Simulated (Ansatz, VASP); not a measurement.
**Two plane-wave programs on P**

```
P
1.0
     1.84619    1.06590    2.51544
    -1.84619    1.06590    2.51544
     0.00000   -2.13180    2.51544
P
2
Cartesian
  0.0000 0.0000 1.7633
  0.0000 0.0000 5.7830
```

Alike in both runs: task single point; functional PBE; dispersion D3(BJ); k mesh 24 × 24 × 24; occupations gaussian, width 0.15 eV; no spin polarisation.

|  | VASP | Ansatz |
| --- | --- | --- |
| version | VASP 6.6.1 | Ansatz 0.2.0 |
| potentials or method | VASP PAW PBE potentials, release 64 (P), cutoff 520 eV | scalar-relativistic, plane waves, PAW |
| valence electrons in the cell | 10 | 10 |

```tsv
	VASP	Ansatz	Ansatz less VASP
gap on the k mesh at the Fermi level (eV)	none	none	-
pressure (GPa)	-5.0	-4.8	+0.26
traceless stress, the component that is largest in VASP (GPa)	12.70	12.58	-0.126
rms of the force components (eV/Å)	0.269	0.279	+0.0103
```

Atom by atom the forces differ by 0.010 eV/Å (rms over components). A gap of «none» marks a metal or a gap that the smearing closes.
